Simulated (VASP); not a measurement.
# Hf: relaxation of the atoms with LDA

Hf, a slab with vacuum:

```
Hf
1.0
     3.11737    0.00000    0.00000
    -1.55869    2.69972    0.00000
     0.00000    0.00000   23.42440
Hf
4
Cartesian
  2.3380 0.4500 8.0000
  -0.7793 2.2498 10.4748
  2.3380 0.4500 12.9496
  -0.7793 2.2498 15.4244
```

```
Program                : VASP 6.6.1
Task                   : relaxation of the atoms
Functional             : LDA
Potentials or basis    : VASP PAW LDA potentials, release 64 (Hf_pv)
Cutoff                 : 520 eV
k mesh                 : 15 × 15 × 1
Occupations            : fermi-dirac, width 0.1 eV
Spin                   : no spin polarisation
Dipole correction      : yes
Further INCAR settings : ALGO = Normal; EDIFF = 1e-07; IBRION = 2; EDIFFG = -0.01; NSW = 60
```

The energy gained by relaxing is 31.0 meV/atom, the ionic steps are 10 and the band gap on the k mesh is zero (bands 20 and 21 overlap by 1.69 eV).

The path:
| step | energy change (eV) | largest force (eV/Å) | pressure (GPa) |
| --- | --- | --- | --- |
| 1 | 0.0000 | 0.8633 | -2.01 |
| 2 | -0.0857 | 0.4427 | -1.61 |
| 3 | -0.1182 | 0.0944 | -1.00 |
| 4 | -0.1182 | 0.1092 | -1.03 |
| 5 | -0.1199 | 0.0903 | -0.96 |
| 6 | -0.1232 | 0.0425 | -0.75 |
| 7 | -0.1223 | 0.0883 | -0.31 |
| 8 | -0.1241 | 0.0312 | -0.58 |
| 9 | -0.1241 | 0.0200 | -0.61 |
| 10 | -0.1242 | 0.0011 | -0.60 |

Final structure:
```cif
data_structure
_symmetry_space_group_name_H-M 'P 1'
_symmetry_Int_Tables_number 1
_cell_length_a 3.1174
_cell_length_b 3.1174
_cell_length_c 23.4244
_cell_angle_alpha 90.000
_cell_angle_beta 90.000
_cell_angle_gamma 120.000
_cell_volume 197.14
loop_
_atom_site_label
_atom_site_type_symbol
_atom_site_fract_x
_atom_site_fract_y
_atom_site_fract_z
_atom_site_occupancy
Hf1 Hf 0.83333 0.16667 0.34574 1
Hf2 Hf 0.16667 0.83333 0.44468 1
Hf3 Hf 0.83333 0.16667 0.55532 1
Hf4 Hf 0.16667 0.83333 0.65426 1
```

Levels at points of the mesh, in eV from the Fermi level:
```
           k point  band 18  band 19  band 20  band 21  band 22  band 23
(0.00, 0.00, 0.00)    -0.04     0.63     0.97     0.97     1.06     1.06
```

It took 30 min on 1 thread of Oxide Virtual Turin-like Processor (shared host), peak memory 0.27 GiB.

Caveat: spin-orbit coupling is left out, which moves the levels of the heavy elements.
